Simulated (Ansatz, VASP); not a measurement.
**One calculation of P, two programs**

The input INCAR:

```
PREC     = Accurate       # precision mode
ENCUT    = 520            # plane-wave cutoff, eV
EDIFF    = 1E-6           # SCF threshold, eV
ISMEAR   = 0              # smearing method
SIGMA    = 0.05           # smearing width, eV
LREAL    = False          # projectors in reciprocal space
LASPH    = True           # aspherical terms in the spheres
NELM     = 60             # most SCF steps
ALGO     = Normal         # electronic algorithm
ISIF     = 2              # what is computed and relaxed
LWAVE    = False          # write WAVECAR
LCHARG   = False          # write CHGCAR
GGA      = PS             # functional
NBANDS   = 18             # bands
```

Contents of KPOINTS:

```
regular mesh
0
Gamma
  8 1 6
```

POSCAR

```
P
1.0
    3.2843671164      0.0000000000      0.0000000000
    0.0000000000     34.8747471215      0.0000000000
    0.0000000000      0.0000000000      4.2594337445
P
4
Direct
    0.0000000000      0.9696876239      0.5826201324
    0.0000000000      0.0303123761      0.4173798676
    0.5000000000      0.0303123761      0.0826201324
    0.5000000000      0.9696876239      0.9173798676
```

Input for Ansatz:

```yaml
crystal:
  lattice:
    - [3.2843671164, 0.0, 0.0]
    - [0.0, 34.8747471215, 0.0]
    - [0.0, 0.0, 4.2594337445]
  atoms:
    - { symbol: P, position: [0.0, 0.9696876239, 0.5826201324] }
    - { symbol: P, position: [0.0, 0.0303123761, 0.4173798676] }
    - { symbol: P, position: [0.5, 0.0303123761, 0.0826201324] }
    - { symbol: P, position: [0.5, 0.9696876239, 0.9173798676] }
basis:
  ecutwfc: 420
kpoints:
  mp_grid: { grid: [8, 1, 6] }
hamiltonian:
  xc: pbesol
scf:
  occupations: { method: gaussian, width: 0.05 }
output:
  forces: true
  stress: true
  eigenvalues: true
```

Change from the starting cell: strain +0.000 along x and y, -0.040 along z, atoms carried along.

Alike in both runs: task single point; functional PBEsol; k mesh 8 × 1 × 6; occupations gaussian, width 0.05 eV; no spin polarisation.

```csv
,VASP,Ansatz
version,VASP 6.6.1,Ansatz 0.2.0
potentials or method,"VASP PAW PBE potentials, release 64 (P), cutoff 520 eV","scalar-relativistic, plane waves, PAW"
valence electrons in the cell,20,20
```

|  | VASP | Ansatz | Ansatz less VASP |
| --- | --- | --- | --- |
| gap on the k mesh at the Fermi level (eV) | 0.43 | 0.42 | -0.009 |
| least direct gap on the mesh (eV) | 0.43 | 0.42 | -0.009 |
| rms of the force components (eV/Å) | 0.349 | 0.359 | +0.0101 |

VASP's potentials were made for PBE, not for PBEsol. Atom by atom the forces differ by 0.013 eV/Å (rms over components).
